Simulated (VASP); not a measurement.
# WSe2 (P6_3/mmc) in VASP: a series of runs

WSe2 is run at these levels: PBE; tasks: single point.

All numbers are computed with VASP 6.6.1; they aren't measurements. Logs are shortened: lines on timing, memory, paths and dates and some standing lists are left out, and cuts for length are marked.

## 1. The cell of the first run

The structure is hexagonal, space group P6_3/mmc (No. 194). Conventional cell: a = 3.399 Å, b = 3.399 Å, c = 12.986 Å, α = 90.00°, β = 90.00°, γ = 120.00°. Within 3.4 Å of W (site symmetry -6m2) lie 6 Se at 2.55 Å and 6 W at 3.40 Å. Se (site symmetry 3m) has 3 W at 2.55 Å and 7 Se at 3.26 to 3.40 Å within 3.4 Å.

## 2. Single point, PBE (epitaxial xy strain +3.0%)

INCAR reads:

```
PREC = Accurate ; ENCUT = 520
EDIFF = 1E-6 ; ISMEAR = -1
SIGMA = 0.02 ; LREAL = False
LASPH = True ; NELM = 80
ALGO = Normal ; ISIF = 2
LWAVE = False ; LCHARG = True
GGA = PE ; LELF = True
LVHAR = True ; NBANDS = 35
```

KPOINTS reads:

```
regular mesh
0
Gamma
  12 12 2
```

POSCAR reads:

```
WSe2
1.0
    3.3986574696      0.0000000000      0.0000000000
   -1.6993287348      2.9433237074      0.0000000000
    0.0000000000      0.0000000000     12.9857664059
W Se
2 4
Direct
    0.3333333333      0.6666666667      0.2500000000
    0.6666666667      0.3333333333      0.7500000000
    0.6666666667      0.3333333333      0.3756213641
    0.6666666667      0.3333333333      0.1243786359
    0.3333333333      0.6666666667      0.8756213641
    0.3333333333      0.6666666667      0.6243786359
```

Potentials or basis: VASP PAW PBE potentials, release 64 (W_sv, Se).

Command:

```console
$ cat potpaw_PBE.64/W_sv/POTCAR potpaw_PBE.64/Se/POTCAR > POTCAR
$ mpirun -np 1 vasp_std > vasp.out
```

OUTCAR:

```text
PREC = Accurate
   ENCUT = 520
   EDIFF = 1E-6
   ISMEAR = -1
   LREAL = False
   LASPH = True
   NELM = 80
   ISIF = 2
   GGA = PE

 ion  position               nearest neighbor table
   1  0.333  0.667  0.250-   3 2.55   4 2.55   3 2.55   4 2.55   3 2.55   4 2.55
   2  0.667  0.333  0.750-   5 2.55   6 2.55   5 2.55   6 2.55   5 2.55   6 2.55
   3  0.667  0.333  0.376-   1 2.55   1 2.55   1 2.55
   4  0.667  0.333  0.124-   1 2.55   1 2.55   1 2.55
   5  0.333  0.667  0.876-   2 2.55   2 2.55   2 2.55
   6  0.333  0.667  0.624-   2 2.55   2 2.55   2 2.55

  LATTYP: Found a hexagonal cell.
 ALAT       =     3.3986574696
 C/A-ratio  =     3.8208517693

  Lattice vectors:

 A1 = (   3.3986574696,   0.0000000000,   0.0000000000)
 A2 = (  -1.6993287348,   2.9433237074,   0.0000000000)
 A3 = (   0.0000000000,   0.0000000000,  12.9857664059)

Analysis of symmetry for initial positions (statically):
=====================================================================
 Subroutine PRICEL returns:
 Original cell was already a primitive cell.

 Routine SETGRP: Setting up the symmetry group for a
 hexagonal supercell.

 Subroutine GETGRP returns: Found 24 space group operations
 (whereof 12 operations were pure point group operations)
 out of a pool of 24 trial point group operations.

The static configuration has the point symmetry D_3d.
 The point group associated with its full space group is D_6h.

Analysis of symmetry for dynamics (positions and initial velocities):
=====================================================================
 Subroutine PRICEL returns:
 Original cell was already a primitive cell.

 Routine SETGRP: Setting up the symmetry group for a
 hexagonal supercell.

 Subroutine GETGRP returns: Found 24 space group operations
 (whereof 12 operations were pure point group operations)
 out of a pool of 24 trial point group operations.

The dynamic configuration has the point symmetry D_3d.
 The point group associated with its full space group is D_6h.

 Subroutine INISYM returns: Found 24 space group operations
 (whereof 12 operations are pure point group operations),
 and found     1 'primitive' translations

----------------------------------------------------------------------------------------

                                     Primitive cell

  volume of cell :     129.9012

  direct lattice vectors                    reciprocal lattice vectors
     3.398657470  0.000000000  0.000000000     0.294233829  0.169875980  0.000000000
    -1.699328735  2.943323707  0.000000000     0.000000000  0.339751961  0.000000000
     0.000000000  0.000000000 12.985766406     0.000000000  0.000000000  0.077007392

  length of vectors
     3.398657470  3.398657470 12.985766406     0.339751961  0.339751961  0.077007392

  position of ions in fractional coordinates (direct lattice)
     0.333333333  0.666666667  0.250000000
     0.666666667  0.333333333  0.750000000
     0.666666667  0.333333333  0.375621364
     0.666666667  0.333333333  0.124378636
     0.333333333  0.666666667  0.875621364
     0.333333333  0.666666667  0.624378636

  ion indices of the primitive-cell ions
   primitive index   ion index
                 1           1
                 2           2
                 3           3
                 4           4
                 5           5
                 6           6

----------------------------------------------------------------------------------------

 KPOINTS: regular mesh

Automatic generation of k-mesh.
 Grid dimensions read from file:
 generate k-points for:   12   12    2

 Generating k-lattice:

  Cartesian coordinates                     Fractional coordinates (reciprocal lattice)
     0.024519486  0.014156332  0.000000000     0.083333333  0.000000000  0.000000000
     0.000000000  0.028312663  0.000000000     0.000000000  0.083333333  0.000000000
     0.000000000  0.000000000  0.038503696     0.000000000  0.000000000  0.500000000

  Length of vectors
     0.028312663  0.028312663  0.038503696

  Shift w.r.t. Gamma in fractional coordinates (k-lattice)
     0.000000000  0.000000000  0.000000000

 Subroutine IBZKPT returns following result:
 ===========================================

 Found     38 irreducible k-points:

 Following reciprocal coordinates:
            Coordinates               Weight
  0.000000  0.000000  0.000000      1.000000
  0.083333  0.000000  0.000000      6.000000
  0.166667  0.000000  0.000000      6.000000
  0.250000  0.000000  0.000000      6.000000
  0.333333  0.000000  0.000000      6.000000
  0.416667  0.000000  0.000000      6.000000
[... 16 lines left out ...]
  0.250000  0.000000  0.500000      6.000000
  0.333333  0.000000  0.500000      6.000000
 [... further k-points ...]
   k-points           NKPTS =     38   k-points in BZ     NKDIM =     38   number of bands    NBANDS=     35
   number of dos      NEDOS =    301   number of ions     NIONS =      6
   total plane-waves  NPLWV =  76832
   dimension x,y,z NGX =    28 NGY =   28 NGZ =   98
   dimension x,y,z NGXF=    56 NGYF=   56 NGZF=  196
   ions per type =               2   4
   NGX,Y,Z   is equivalent  to a cutoff of  13.70, 13.70, 12.55 a.u.
   NGXF,Y,Z  is equivalent  to a cutoff of  27.39, 27.39, 25.09 a.u.
 SYSTEM =  unknown system
   PREC   = accura    normal or accurate (medium, high low for compatibility)
   ISTART =      0    job   : 0-new  1-cont  2-samecut
   ICHARG =      2    charge: 1-file 2-atom 10-const
   ISPIN  =      1    spin polarized calculation?
   LNONCOLLINEAR =      F non collinear calculations
   LSORBIT =      F    spin-orbit coupling
   LASPH  =      T    aspherical Exc in radial PAW
   ENCUT  =  520.0 eV  38.22 Ry    6.18 a.u.   6.32  6.32 24.14*2*pi/ulx,y,z
   NELM   =     80;   NELMIN=  2; NELMDL= -5     # of ELM steps
   EDIFF  = 0.1E-05   stopping-criterion for ELM
   LREAL  =      F    real-space projection
   EDIFFG = 0.1E-04   stopping-criterion for IOM
   NSW    =      0    number of steps for IOM
   IBRION =     -1    ionic relax: 0-MD 1-quasi-New 2-CG
   NFREE  =      0    steps in history (QN), initial steepest desc. (CG)
   ISIF   =      2    stress and relaxation
   ISYM   =      2    0-nonsym 1-usesym 2-fastsym
   POTIM  = 0.5000    time-step for ionic-motion
   TEBEG  =    0.0;   TEEND  =   0.0 temperature during run
   PSTRESS=    0.0 pullay stress
   NELECT =      52.0000    total number of electrons
   NUPDOWN=      -1.0000    fix difference up-down
   EMIN   =  10.00;   EMAX   =-10.00  energy-range for DOS
   EFERMI =   0.00;   METHOD = LEGACY
   ISMEAR =    -1;   SIGMA  =   0.02  broadening in eV -4-tet -1-fermi 0-gaus
   EFERMI_NEDOS =   21; number of points for ismear=-14 and -15
   IALGO  =     38    algorithm
   IMIX   =      4    mixing-type and parameters
     AMIX     =   0.40;   BMIX     =  1.00
     AMIX_MAG =   1.60;   BMIX_MAG =  1.00
  volume/ion in A,a.u.               =      21.65       146.10
  Fermi-wavevector in a.u.,A,eV,Ry     =   1.206530  2.280012 19.806214  1.455716
  Thomas-Fermi vector in A             =   2.342195
   LORBIT       =      0    0 simple, 1 ext, 2 COOP (PROOUT), +10 PAW based schemes
   GGA     = PE    functional components
   LHFCALC =     F    Hartree Fock is set to
   AEXX    =    0.0000 exact exchange contribution
   IVDW    =     0    specifies the selected vdW correction
   LEPSILON=     F    determine dielectric tensor
   LRPA    =     F    only Hartree local field effects (RPA)
 non-spin polarized calculation
  energy-cutoff  :      520.00
  volume of cell :      129.90
 maximum number of plane-waves:      3529
 NGX is ok and might be reduce to    28
   NGX = 13   NGY = 13   NGZ = 49

 number of electron      51.9999999 magnetization

 Free energy of the ion-electron system (eV)
  ---------------------------------------------------
  ext. energy  EPLUGINS =         0.00000000
  ---------------------------------------------------
  free energy    TOTEN  =       -43.09225132 eV

  energy without entropy =      -43.09225132  energy(sigma->0) =      -43.09225132

 E-fermi :   6.0783     XC(G=0): -10.3875

 val. band max:        5.7427169115   @ k =   0.0000   0.0000   0.0000
 cond. band min:       6.4603553570   @ k =   0.3333   0.3333   0.0000
 fundamental gap:      0.7176384455
 Fermi energy:         6.0783203453

 k-point     1 :       0.0000    0.0000    0.0000
  band No.  band energies     occupation
      1     -68.8778      2.00000
      2     -68.8777      2.00000
      3     -33.0537      2.00000
      4     -33.0537      2.00000
      5     -33.0263      2.00000
      6     -33.0263      2.00000
[... 27 lines left out ...]
     34       8.3179      0.00000
     35       9.4915      0.00000

 k-point     2 :       0.0833    0.0000    0.0000
  band No.  band energies     occupation
      1     -68.8773      2.00000
      2     -68.8773      2.00000
      3     -33.0516      2.00000
      4     -33.0516      2.00000
      5     -33.0374      2.00000
      6     -33.0374      2.00000
[... 27 lines left out ...]
     34       8.2031      0.00000
     35      10.0948      0.00000

 k-point     3 :       0.1667    0.0000    0.0000
  band No.  band energies     occupation
      1     -68.8762      2.00000
      2     -68.8761      2.00000
      3     -33.0677      2.00000
      4     -33.0677      2.00000
      5     -33.0459      2.00000
      6     -33.0458      2.00000
[... 27 lines left out ...]
     34       8.6354      0.00000
     35      11.1026      0.00000

 k-point     4 :       0.2500    0.0000    0.0000
  band No.  band energies     occupation
      1     -68.8746      2.00000
      2     -68.8746      2.00000
      3     -33.1088      2.00000
      4     -33.1088      2.00000
      5     -33.0458      2.00000
      6     -33.0458      2.00000
[... 27 lines left out ...]
     34       9.1220      0.00000
     35      11.6993      0.00000

 k-point     5 :       0.3333    0.0000    0.0000
  band No.  band energies     occupation
      1     -68.8730      2.00000
      2     -68.8730      2.00000
      3     -33.1496      2.00000
      4     -33.1496      2.00000
      5     -33.0556      2.00000
      6     -33.0556      2.00000
[... 638 lines left out ...]
 k-point    22 :       0.1667    0.0000    0.5000
  band No.  band energies     occupation
      1     -68.8762      2.00000
      2     -68.8762      2.00000
      3     -33.0677      2.00000
      4     -33.0677      2.00000
      5     -33.0458      2.00000
      6     -33.0458      2.00000
[... 27 lines left out ...]
     34       8.5709      0.00000
     35      11.3768      0.00000

 k-point    23 :       0.2500    0.0000    0.5000
  band No.  band energies     occupation
      1     -68.8746      2.00000
      2     -68.8746      2.00000
      3     -33.1088      2.00000
      4     -33.1088      2.00000
      5     -33.0458      2.00000
      6     -33.0458      2.00000
[... 27 lines left out ...]
     34       9.0009      0.00000
     35      11.7360      0.00000

 k-point    24 :       0.3333    0.0000    0.5000
  band No.  band energies     occupation
      1     -68.8730      2.00000
      2     -68.8730      2.00000
      3     -33.1496      2.00000
      4     -33.1496      2.00000
      5     -33.0556      2.00000
      6     -33.0556      2.00000
[... 27 lines left out ...]
     34       9.3203      0.00000
     35      10.9896      0.00000

 [... further k-points ...]

------------------------ aborting loop because EDIFF is reached ----------------------------------------

  FORCE on cell =-STRESS in cart. coord.  units (eV):
  Direction    XX          YY          ZZ          XY          YZ          ZX
  --------------------------------------------------------------------------------------
  -------------------------------------------------------------------------------------
  Total       -2.6256633     -2.6256633      3.4162535      0.0000000     -0.0000000      0.0000000
  in kB      -32.3844559    -32.3844559     42.1354524      0.0000000     -0.0000000      0.0000000
  external PRESSURE =      -7.5444864 kB  Pullay stress =       0.0000000 kB

 VOLUME and BASIS-vectors are now :
 -----------------------------------------------------------------------------
  energy-cutoff  :      520.00
  volume of cell :      129.90
      direct lattice vectors                 reciprocal lattice vectors
     3.398657470  0.000000000  0.000000000     0.294233829  0.169875980  0.000000000
    -1.699328735  2.943323707  0.000000000     0.000000000  0.339751961  0.000000000
     0.000000000  0.000000000 12.985766406     0.000000000  0.000000000  0.077007392

 POSITION                                       TOTAL-FORCE (eV/Angst)
 -----------------------------------------------------------------------------------
     -0.00000      1.96222      3.24644        -0.000000      0.000000      0.000000
      1.69933      0.98111      9.73932         0.000000     -0.000000      0.000000
      1.69933      0.98111      4.87773         0.000000      0.000000      0.286967
      1.69933      0.98111      1.61515         0.000000      0.000000     -0.286967
     -0.00000      1.96222     11.37061         0.000000     -0.000000      0.286967
     -0.00000      1.96222      8.10804        -0.000000      0.000000     -0.286967
 -----------------------------------------------------------------------------------
    total drift:                               -0.000000      0.000000     -0.000000

  FREE ENERGIE OF THE ION-ELECTRON SYSTEM (eV)
  ---------------------------------------------------
  free  energy   TOTEN  =       -43.0922513227 eV

  energy  without entropy=      -43.0922513225  energy(sigma->0) =      -43.09225132
```

Run time: 4 min. Hardware: 1 thread of Intel Xeon 8259CL, shared host; peak memory 0.34 GiB.

Results:

| Item | Value |
| --- | --- |
| Free energy | -43.0923 eV |
| Pressure | -0.8 GPa |
| Largest force | 0.287 eV/Å |
| Band gap on the k mesh | 0.72 eV (least direct gap 1.17 eV) |

Forces on the atoms (eV/Å):
```
W    0.000  0.000  0.000
W    0.000  0.000  0.000
Se   0.000  0.000  0.287
Se   0.000  0.000 -0.287
Se   0.000  0.000  0.287
Se   0.000  0.000 -0.287
```

Caveat: the cell differs from its parent crystal (epitaxial xy strain +3.0%); spin-orbit coupling is left out, which moves the levels of the heavy elements; this functional lacks dispersion, which binds the layers, so the pressure and a relaxed spacing across them are unreliable. A k mesh can miss the band edges.

## 3. Single point, PBE (epitaxial xy strain +4.0%)

INCAR reads:

```
SYSTEM = WSe2
ALGO = Normal
EDIFF = 1E-6
ENCUT = 520
GGA = PE
ISIF = 2
ISMEAR = -1
LASPH = .TRUE.
LCHARG = .TRUE.
LELF = .TRUE.
LREAL = .FALSE.
LVHAR = .TRUE.
LWAVE = .FALSE.
NBANDS = 35
NELM = 100
PREC = Accurate
SIGMA = 0.02
```

KPOINTS reads:

```
k-points
0
G
  12 12 2
  0 0 0
```

POSCAR reads:

```
WSe2
1.0
    3.4316541440      0.0000000000      0.0000000000
   -1.7158270720      2.9718996657      0.0000000000
    0.0000000000      0.0000000000     12.9356797881
W Se
2 4
Direct
    0.3333333333      0.6666666667      0.2500000000
    0.6666666667      0.3333333333      0.7500000000
    0.6666666667      0.3333333333      0.3753055087
    0.6666666667      0.3333333333      0.1246944913
    0.3333333333      0.6666666667      0.8753055087
    0.3333333333      0.6666666667      0.6246944913
```

Potentials or basis: VASP PAW PBE potentials, release 64 (W_sv, Se).

Command:

```console
$ cat potpaw_PBE.64/W_sv/POTCAR potpaw_PBE.64/Se/POTCAR > POTCAR
$ mpirun -np 1 vasp_std > vasp.out
```

Run time: 4.1 min. Hardware: 1 thread of Intel Xeon 8259CL, shared host; peak memory 0.33 GiB.

Results (log left out):

```yaml
Free_energy: -43.0092 eV
Pressure: -2.1 GPa
Largest_force: 0.270 eV/Å
Band_gap_on_the_k_mesh: 0.57 eV (least direct gap 1.09 eV)
```

Forces on the atoms (eV/Å):
```
W    0.000  0.000  0.000
W    0.000  0.000  0.000
Se   0.000  0.000  0.270
Se   0.000  0.000 -0.270
Se   0.000  0.000  0.270
Se   0.000  0.000 -0.270
```

Stress tensor (GPa, compression positive):
```
-5.09  0.00  0.00
 0.00 -5.09  0.00
 0.00  0.00  3.98
```

Levels at points of the mesh, in eV from the valence-band top:
| k point | band 22 | band 23 | band 24 | band 25 | band 26 | band 27 | band 28 | band 29 | band 30 | band 31 |
| --- | --- | --- | --- | --- | --- | --- | --- | --- | --- | --- |
| (0.00, 0.00, 0.00) | -2.05 | -2.05 | -0.92 | -0.78 | 0.00 | 2.09 | 2.09 | 2.13 | 2.13 | 2.29 |
| (0.50, 0.00, 0.00) | -2.23 | -1.94 | -1.74 | -1.52 | -1.32 | 1.40 | 1.44 | 1.74 | 1.82 | 2.66 |
| (0.00, 0.00, 0.50) | -2.08 | -2.08 | -2.08 | -0.14 | -0.14 | 2.10 | 2.10 | 2.10 | 2.10 | 2.39 |
| (0.50, 0.00, 0.50) | -2.37 | -1.84 | -1.84 | -1.40 | -1.40 | 1.42 | 1.42 | 1.79 | 1.79 | 3.02 |

Caveat: the cell differs from its parent crystal (epitaxial xy strain +4.0%); spin-orbit coupling is left out, which moves the levels of the heavy elements; this functional lacks dispersion, which binds the layers, so the pressure and a relaxed spacing across them are unreliable. A k mesh can miss the band edges.
